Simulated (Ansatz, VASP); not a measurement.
**MgO: VASP beside Ansatz**

File INCAR:

```
SYSTEM = MgO
PREC     = Accurate       ! precision mode
ENCUT    = 520            ! plane-wave cutoff, eV
EDIFF    = 1E-6           ! SCF threshold, eV
ISMEAR   = 0              ! smearing method
SIGMA    = 0.05           ! smearing width, eV
LREAL    = .False.        ! projectors in reciprocal space
LASPH    = .True.         ! aspherical terms in the spheres
NELM     = 80             ! most SCF steps
ALGO     = Normal         ! electronic algorithm
ISIF     = 2              ! what is computed and relaxed
LWAVE    = .False.        ! write WAVECAR
LCHARG   = .False.        ! write CHGCAR
GGA      = PE             ! functional
NBANDS   = 11             ! bands
```

File KPOINTS:

```
regular mesh
0
Gamma
  9 9 8
  0 0 0
```

POSCAR

```
MgO
1.0
    2.9380209034      0.0000000000      0.0000000000
   -1.4690104517      2.5444007392      0.0000000000
    0.0000000000      0.0000000000      2.6796800000
Mg O
1 1
Direct
   -0.0431565749      0.1179059554      0.0000000000
    0.3333333333      0.6666666667      0.5000000000
```

Input for Ansatz:

```yaml
crystal:
  lattice:
    - [2.9380209034, 0.0, 0.0]
    - [-1.4690104517, 2.5444007392, 0.0]
    - [0.0, 0.0, 2.67968]
  atoms:
    - { symbol: Mg, position: [-0.0431565749, 0.1179059554, 0.0] }
    - { symbol: O, position: [0.3333333333, 0.6666666667, 0.5] }
basis:
  ecutwfc: 420
kpoints:
  mp_grid: { grid: [9, 9, 8] }
hamiltonian:
  xc: pbe
scf:
  occupations: { method: gaussian, width: 0.05 }
output:
  forces: true
  stress: true
  eigenvalues: true
```

Alike in both runs: task single point; functional PBE; k mesh 9 × 9 × 8; occupations gaussian, width 0.05 eV; no spin polarisation.

|  | VASP | Ansatz |
| --- | --- | --- |
| version | VASP 6.6.1 | Ansatz 0.2.0 |
| potentials or method | VASP PAW PBE potentials, release 64 (Mg, O), cutoff 520 eV | scalar-relativistic, plane waves, PAW |
| valence electrons in the cell | 8 | 16 |

Ansatz gave:

| Quantity | Value |
| --- | --- |
| gap on the k mesh at the Fermi level (eV) | 2.58 |
| least direct gap on the mesh (eV) | 3.17 |
| pressure (GPa) | 7.9 |
| traceless stress, the component that is largest in VASP (GPa) | 2.86 |
| rms of the force components (eV/Å) | 0.691 |

Task: Which values does VASP return?

Result: gap on the k mesh at the Fermi level (eV): 2.56; least direct gap on the mesh (eV): 3.15; pressure (GPa): 7.4; traceless stress, the component that is largest in VASP (GPa): 2.83; rms of the force components (eV/Å): 0.700.

Atom by atom the forces differ by 0.009 eV/Å (rms over components). VASP's potentials hold 8 valence electrons a cell and Ansatz's 16, so a difference there can come from the potentials and not from the codes.
